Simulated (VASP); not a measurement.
ZrB:

```
CELL_PARAMETERS angstrom
0.00000 2.45158 2.45158
2.45158 0.00000 2.45158
2.45158 2.45158 0.00000
ATOMIC_POSITIONS crystal
Zr 0.00000 0.00000 0.00000
B 0.50000 0.50000 0.50000
```

```yaml
Program: VASP 6.6.1
Task: relaxation of cell and atoms
Functional: PBE
Dispersion: D3(BJ)
Potentials_or_basis: VASP PAW PBE potentials, release 64 (Zr_sv, B)
Cutoff: 600 eV
k_mesh: 20 × 20 × 20
Occupations: gaussian, width 0.1 eV
Spin: no spin polarisation
```

At the start: pressure -4.1 GPa; volume 14.73 Å³/atom.

Q: Where does the relaxation end?

A: Over 3 steps the energy falls by 4.9 meV/atom and the volume is 14.36 Å³/atom (-2.5 %); space group Fm-3m (No. 225, to 0.1 Å) before and after.

The path:
| step | energy change (eV) | largest force (eV/Å) | pressure (GPa) | volume (Å³) |
| --- | --- | --- | --- | --- |
| 1 | 0.0000 | 0.0000 | -4.09 | 29.47 |
| 2 | 0.0034 | 0.0000 | 5.22 | 27.89 |
| 3 | -0.0098 | 0.0000 | -0.02 | 28.73 |

Final structure:
```
CELL_PARAMETERS angstrom
0.00000 2.43082 2.43082
2.43082 0.00000 2.43082
2.43082 2.43082 0.00000
ATOMIC_POSITIONS crystal
Zr 0.00000 0.00000 0.00000
B 0.50000 0.50000 0.50000
```
